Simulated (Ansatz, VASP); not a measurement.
## One calculation of ScGa3N2, two programs

```xyz
6
Lattice="5.4257 0.0000 0.0000 -2.7129 4.6988 0.0000 0.0000 0.0000 3.1953" Properties=species:S:1:pos:R:3 pbc="T T T"
Sc    0.0000    0.0000    0.0000
Ga    2.7129    0.0000    1.5977
Ga   -1.3564    2.3494    1.5977
Ga    1.3564    2.3494    1.5977
N     0.0000    3.1326    0.0000
N     2.7129    1.5663    0.0000
```

Change from the starting cell: species swapped into the LaCu2Ni3 type (P6/mmm, No. 191).

Alike in both runs: functional PBE; k mesh 12 × 12 × 12; occupations gaussian, width 0.1 eV; no spin polarisation.

Ansatz relaxed the structure, and its values are those at the end. VASP's run is a single point on that final structure, the one shown.

```csv
,VASP,Ansatz
version,VASP 6.6.1,Ansatz 0.2.0
potentials or method,"VASP PAW PBE potentials, release 64 (Sc_sv, Ga_d, N), cutoff 520 eV","scalar-relativistic, plane waves, PAW"
valence electrons in the cell,60,60
```

```csv
,VASP,Ansatz,Ansatz less VASP
gap on the k mesh at the Fermi level (eV),none,none,-
pressure (GPa),0.3,0.0,-0.34
```

A gap of «none» marks a metal or a gap that the smearing closes.
